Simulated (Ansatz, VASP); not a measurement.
**Cr in VASP and in Ansatz**

```
Cr
1.0
    -1.40773    1.40773    1.40773
     1.40773   -1.40773    1.40773
     1.40773    1.40773   -1.40773
Cr
1
Direct
  0.00000 0.00000 0.00000
```

Alike in both runs: task relaxation of cell and atoms; functional PBEsol; k mesh 20 × 20 × 20; occupations gaussian, width 0.1 eV; no spin polarisation.

|  | VASP | Ansatz |
| --- | --- | --- |
| version | VASP 6.6.1 | Ansatz 0.2.0 |
| potentials or method | VASP PAW PBE potentials, release 64 (Cr_pv), cutoff 600 eV | scalar-relativistic, plane waves, PAW |
| valence electrons in the cell | 12 | 14 |

```csv
,VASP,Ansatz,Ansatz less VASP
"gap on the k mesh at the Fermi level, each at its own relaxed structure (eV)",none,none,-
relaxed volume (Å³/atom),11.12,11.15,+0.029
relaxed cell length with the largest relative difference (Å),2.435,2.437,+0.0021
```

VASP's potentials were made for PBE, not for PBEsol. A gap of «none» marks a metal or a gap that the smearing closes. VASP's potentials hold 12 valence electrons a cell and Ansatz's 14, so a difference there can come from the potentials and not from the codes.
